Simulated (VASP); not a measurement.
The system is SnSe.

```
CELL_PARAMETERS angstrom
0.00000 2.98489 2.98489
2.98489 0.00000 2.98489
2.98489 2.98489 0.00000
ATOMIC_POSITIONS crystal
Sn 0.00000 0.00000 0.00000
Se 0.50000 0.50000 0.50000
```

Base run:

```yaml
Program: VASP 6.6.1
Functional: r2SCAN
Potentials_or_basis: VASP PAW PBE potentials, release 64 (Sn_d, Se)
Cutoff: 520 eV
k_mesh: 8 × 8 × 8
Occupations: gaussian, width 0.01 eV
Spin: no spin polarisation
```

Its results: band gap on the k mesh 0.57 eV, direct; pressure 1.3 GPa.

Q: The run is repeated on the same cell with these changes: functional from r2SCAN to PBE; k mesh from 8 × 8 × 8 to 4 × 4 × 4. What comes out?

A: Band gap on the k mesh 0.68 eV, direct; pressure 0.9 GPa.

Several settings changed at once, so the effect can't be laid on one alone.

Caveats: some runs use coarse meshes; spin-orbit coupling is left out, which moves the levels of the heavy elements; the PAW data sets were made with another functional, which shifts forces and pressure a little (some runs).

A k mesh can miss the band edges.
